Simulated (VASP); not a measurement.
# Ti (P6/mmm) in VASP: relaxation of cell and atoms with RPBE

Aim: the relaxation of cell and atoms of Ti with RPBE.

All numbers are computed with VASP 6.6.1; they aren't measurements. Logs are shortened: lines on timing, memory, paths and dates and some standing lists are left out, and cuts for length are marked.

### 1 The cell of the first run

Symmetry: P6/mmm, No. 191, hexagonal system. The conventional cell has a = 4.638 Å, b = 4.638 Å, c = 2.843 Å, α = 90.00°, β = 90.00°, γ = 120.00°. Within 3.7 Å of Ti (site symmetry 6/mmm) lie 14 Ti at 2.84 to 3.03 Å. Within 3.5 Å of Ti (site symmetry -6m2) lie 11 Ti at 2.68 to 3.03 Å.

This isn't the form of Ti at room conditions, which is hcp.

### 2 Relaxation of cell and atoms, RPBE

File INCAR:

```
SYSTEM = Ti
  PREC = Accurate
  ENCUT = 600
  EDIFF = 1E-7
  ISMEAR = -1
  SIGMA = 0.1
  LREAL = .False.
  LASPH = .True.
  NELM = 80
  ALGO = Normal
  ISIF = 3
  LWAVE = .False.
  LCHARG = .False.
  GGA = RP
  IBRION = 2
  NSW = 80
  EDIFFG = -0.01
```

File KPOINTS:

```
regular mesh
0
Gamma
  8 8 11
  0 0 0
```

File POSCAR:

```
Ti
1.0
    4.6382998794      0.0000000000      0.0000000000
   -2.3191499397      4.0168855259      0.0000000000
    0.0000000000      0.0000000000      2.8432778261
Ti
3
Direct
    0.0000000000      0.0000000000      0.0000000000
    0.3333333333      0.6666666667      0.5000000000
    0.6666666667      0.3333333333      0.5000000000
```

Potentials or basis: VASP PAW PBE potentials, release 64 (Ti_sv).

Started as:

```sh
$ cat potpaw_PBE.64/Ti_sv/POTCAR > POTCAR
$ mpirun -np 1 vasp_std > vasp.out
```

OUTCAR:

```text
SYSTEM = Ti
   PREC = Accurate
   ENCUT = 600
   EDIFF = 1E-7
   ISMEAR = -1
   LREAL = .False.
   LASPH = .True.
   NELM = 80
   ISIF = 3
   GGA = RP
   IBRION = 2
   NSW = 80
   EDIFFG = -0.01

 ion  position               nearest neighbor table
   1  0.000  0.000  0.000-
   2  0.333  0.667  0.500-   3 2.68   3 2.68   3 2.68
   3  0.667  0.333  0.500-   2 2.68   2 2.68   2 2.68

  LATTYP: Found a hexagonal cell.
 ALAT       =     4.6382998794
 C/A-ratio  =     0.6130000000

  Lattice vectors:

 A1 = (   4.6382998794,   0.0000000000,   0.0000000000)
 A2 = (  -2.3191499397,   4.0168855259,   0.0000000000)
 A3 = (   0.0000000000,   0.0000000000,   2.8432778261)

Analysis of symmetry for initial positions (statically):
=====================================================================
 Subroutine PRICEL returns:
 Original cell was already a primitive cell.

 Routine SETGRP: Setting up the symmetry group for a
 hexagonal supercell.

 Subroutine GETGRP returns: Found 24 space group operations
 (whereof 24 operations were pure point group operations)
 out of a pool of 24 trial point group operations.

The static configuration has the point symmetry D_6h.

Analysis of symmetry for dynamics (positions and initial velocities):
=====================================================================
 Subroutine PRICEL returns:
 Original cell was already a primitive cell.

 Routine SETGRP: Setting up the symmetry group for a
 hexagonal supercell.

 Subroutine GETGRP returns: Found 24 space group operations
 (whereof 24 operations were pure point group operations)
 out of a pool of 24 trial point group operations.

The dynamic configuration has the point symmetry D_6h.

 Subroutine INISYM returns: Found 24 space group operations
 (whereof 24 operations are pure point group operations),
 and found     1 'primitive' translations

----------------------------------------------------------------------------------------

                                     Primitive cell

  volume of cell :      52.9746

  direct lattice vectors                    reciprocal lattice vectors
     4.638299879  0.000000000  0.000000000     0.215596237  0.124474545  0.000000000
    -2.319149940  4.016885526  0.000000000     0.000000000  0.248949091  0.000000000
     0.000000000  0.000000000  2.843277826     0.000000000  0.000000000  0.351706749

  length of vectors
     4.638299879  4.638299879  2.843277826     0.248949091  0.248949091  0.351706749

  position of ions in fractional coordinates (direct lattice)
     0.000000000  0.000000000  0.000000000
     0.333333333  0.666666667  0.500000000
     0.666666667  0.333333333  0.500000000

  ion indices of the primitive-cell ions
   primitive index   ion index
                 1           1
                 2           2
                 3           3

----------------------------------------------------------------------------------------

 KPOINTS: regular mesh

Automatic generation of k-mesh.
 Grid dimensions read from file:
 generate k-points for:    8    8   11

 Generating k-lattice:

  Cartesian coordinates                     Fractional coordinates (reciprocal lattice)
     0.026949530  0.015559318  0.000000000     0.125000000  0.000000000  0.000000000
     0.000000000  0.031118636  0.000000000     0.000000000  0.125000000  0.000000000
     0.000000000  0.000000000  0.031973341     0.000000000  0.000000000  0.090909091

  Length of vectors
     0.031118636  0.031118636  0.031973341

  Shift w.r.t. Gamma in fractional coordinates (k-lattice)
     0.000000000  0.000000000  0.000000000

 Subroutine IBZKPT returns following result:
 ===========================================

 Found     60 irreducible k-points:

 Following reciprocal coordinates:
            Coordinates               Weight
  0.000000  0.000000  0.000000      1.000000
  0.125000 -0.000000  0.000000      6.000000
  0.250000 -0.000000  0.000000      6.000000
  0.375000 -0.000000  0.000000      6.000000
  0.500000 -0.000000  0.000000      3.000000
  0.125000  0.125000  0.000000      6.000000
[... 16 lines left out ...]
  0.250000 -0.000000  0.181818     12.000000
  0.375000 -0.000000  0.181818     12.000000
 [... further k-points ...]
   k-points           NKPTS =     60   k-points in BZ     NKDIM =     60   number of bands    NBANDS=     22
   number of dos      NEDOS =    301   number of ions     NIONS =      3
   total plane-waves  NPLWV =  38400
   dimension x,y,z NGX =    40 NGY =   40 NGZ =   24
   dimension x,y,z NGXF=    80 NGYF=   80 NGZF=   48
   ions per type =               3
   NGX,Y,Z   is equivalent  to a cutoff of  14.34, 14.34, 14.03 a.u.
   NGXF,Y,Z  is equivalent  to a cutoff of  28.67, 28.67, 28.07 a.u.
 SYSTEM =  Ti
   PREC   = accura    normal or accurate (medium, high low for compatibility)
   ISTART =      0    job   : 0-new  1-cont  2-samecut
   ICHARG =      2    charge: 1-file 2-atom 10-const
   ISPIN  =      1    spin polarized calculation?
   LNONCOLLINEAR =      F non collinear calculations
   LSORBIT =      F    spin-orbit coupling
   LASPH  =      T    aspherical Exc in radial PAW
   ENCUT  =  600.0 eV  44.10 Ry    6.64 a.u.   9.26  9.26  5.68*2*pi/ulx,y,z
   NELM   =     80;   NELMIN=  2; NELMDL= -5     # of ELM steps
   EDIFF  = 0.1E-06   stopping-criterion for ELM
   LREAL  =      F    real-space projection
   EDIFFG = -.1E-01   stopping-criterion for IOM
   NSW    =     80    number of steps for IOM
   IBRION =      2    ionic relax: 0-MD 1-quasi-New 2-CG
   NFREE  =      1    steps in history (QN), initial steepest desc. (CG)
   ISIF   =      3    stress and relaxation
   ISYM   =      2    0-nonsym 1-usesym 2-fastsym
   POTIM  = 0.5000    time-step for ionic-motion
   TEBEG  =    0.0;   TEEND  =   0.0 temperature during run
   PSTRESS=    0.0 pullay stress
   NELECT =      36.0000    total number of electrons
   NUPDOWN=      -1.0000    fix difference up-down
   EMIN   =  10.00;   EMAX   =-10.00  energy-range for DOS
   EFERMI =   0.00;   METHOD = LEGACY
   ISMEAR =    -1;   SIGMA  =   0.10  broadening in eV -4-tet -1-fermi 0-gaus
   EFERMI_NEDOS =   21; number of points for ismear=-14 and -15
   IALGO  =     38    algorithm
   IMIX   =      4    mixing-type and parameters
     AMIX     =   0.40;   BMIX     =  1.00
     AMIX_MAG =   1.60;   BMIX_MAG =  1.00
  volume/ion in A,a.u.               =      17.66       119.16
  Fermi-wavevector in a.u.,A,eV,Ry     =   1.439306  2.719894 28.185854  2.071602
  Thomas-Fermi vector in A             =   2.558176
   LORBIT       =      0    0 simple, 1 ext, 2 COOP (PROOUT), +10 PAW based schemes
   GGA     = RP    functional components
   LHFCALC =     F    Hartree Fock is set to
   AEXX    =    0.0000 exact exchange contribution
   IVDW    =     0    specifies the selected vdW correction
   LEPSILON=     F    determine dielectric tensor
   LRPA    =     F    only Hartree local field effects (RPA)
 conjugate gradient relaxation of ions
 non-spin polarized calculation
  energy-cutoff  :      600.00
  volume of cell :       52.97
 maximum number of plane-waves:      1786
 NGX is ok and might be reduce to    40
   NGX = 19   NGY = 19   NGZ = 11

--------------------------------------- Ionic step        1  -------------------------------------------

 number of electron      35.9999999 magnetization

 Free energy of the ion-electron system (eV)
  ---------------------------------------------------
  ext. energy  EPLUGINS =         0.00000000
  ---------------------------------------------------
  free energy    TOTEN  =       -22.36268930 eV

  energy without entropy =      -22.25494671  energy(sigma->0) =      -22.30881801

------------------------ aborting loop because EDIFF is reached ----------------------------------------

  FORCE on cell =-STRESS in cart. coord.  units (eV):
  Direction    XX          YY          ZZ          XY          YZ          ZX
  --------------------------------------------------------------------------------------
  -------------------------------------------------------------------------------------
  Total       -0.1869623     -0.1869623      0.2221714      0.0000000      0.0000000      0.0000000
  in kB       -5.6545384     -5.6545384      6.7194099      0.0000000      0.0000000      0.0000000
  external PRESSURE =      -1.5298890 kB  Pullay stress =       0.0000000 kB
[... 96 lines left out ...]
  energy  without entropy=      -22.2569684732  energy(sigma->0) =      -22.31031656

--------------------------------------- Ionic step        4  -------------------------------------------

 number of electron      36.0000002 magnetization

 Free energy of the ion-electron system (eV)
  ---------------------------------------------------
  ext. energy  EPLUGINS =         0.00000000
  ---------------------------------------------------
  free energy    TOTEN  =       -22.36367252 eV

  energy without entropy =      -22.25684886  energy(sigma->0) =      -22.31026069

 E-fermi :   8.1649     XC(G=0): -11.3165

 val. band max:        8.1594960106   @ k =   0.3750   0.2500   0.3636
 cond. band min:       8.1791213700   @ k =   0.2500   0.1250   0.0000
 fundamental gap:      0.0196253594
 Fermi energy:         8.1648700935

 k-point     1 :       0.0000    0.0000    0.0000
  band No.  band energies     occupation
      1     -48.8859      2.00000
      2     -48.6455      2.00000
      3     -48.5010      2.00000
      4     -25.1170      2.00000
      5     -25.1170      2.00000
      6     -25.0122      2.00000
[... 574 lines left out ...]
      6     -24.9256      2.00000
[... 14 lines left out ...]
     21       8.9479      0.00079
     22       9.1878      0.00007

 [... further k-points ...]

------------------------ aborting loop because EDIFF is reached ----------------------------------------

  FORCE on cell =-STRESS in cart. coord.  units (eV):
  Direction    XX          YY          ZZ          XY          YZ          ZX
  --------------------------------------------------------------------------------------
  -------------------------------------------------------------------------------------
  Total       -0.0099446     -0.0099446     -0.0182742      0.0000000      0.0000000      0.0000000
  in kB       -0.3011686     -0.3011686     -0.5534284      0.0000000      0.0000000      0.0000000
  external PRESSURE =      -0.3852552 kB  Pullay stress =       0.0000000 kB
[... 18 lines left out ...]
  FREE ENERGIE OF THE ION-ELECTRON SYSTEM (eV)
  ---------------------------------------------------
  free  energy   TOTEN  =       -22.3636725205 eV

  energy  without entropy=      -22.2568488596  energy(sigma->0) =      -22.31026069

 reached required accuracy - stopping structural energy minimisation
```

Run time: 3.9 min. Hardware: 1 thread of AMD EPYC 7R43 (Zen 3), shared host; peak memory 0.19 GiB.

What came out:

| Item | Value |
| --- | --- |
| Free energy | -22.3637 eV |
| Relaxed volume | 17.63 Å³/atom |
| Relaxed cell | a = 4.625 Å, b = 4.625 Å, c = 2.855 Å, α = 90.00°, β = 90.00°, γ = 120.00° |
| Space group after relaxing (to 0.1 Å) | P6/mmm (No. 191) |
| Energy gained by relaxing | 0.3 meV/atom |
| Ionic steps | 4 |
| Pressure after relaxing | 0.0 GPa |
| Band gap on the k mesh | zero (bands 18 and 19 overlap by 0.20 eV) |

Step by step:
```tsv
step	energy change (eV)	largest force (eV/Å)	pressure (GPa)	volume (Å³)
1	0.0000	0.0000	-0.15	52.97
2	-0.0010	0.0000	0.07	52.84
3	-0.0010	0.0000	0.07	52.84
4	-0.0010	0.0000	-0.04	52.90
```

Final structure:
```xyz
3
Lattice="4.6254 0.0000 0.0000 -2.3127 4.0057 0.0000 0.0000 0.0000 2.8554" Properties=species:S:1:pos:R:3 pbc="T T T"
Ti    0.0000    0.0000    0.0000
Ti    0.0000    2.6705    1.4277
Ti    2.3127    1.3352    1.4277
```

Levels at points of the mesh, in eV from the Fermi level:
```
           k point  band 15  band 16  band 17  band 18  band 19  band 20  band 21  band 22
(0.00, 0.00, 0.00)    -0.68    -0.68    -0.61    -0.61    -0.02     0.69     1.28     1.28
(0.50, 0.00, 0.00)    -2.52    -0.36    -0.33    -0.31     0.10     0.54     0.99     1.06
```

Caveat: the PAW data sets were made with another functional, which shifts forces and pressure a little.
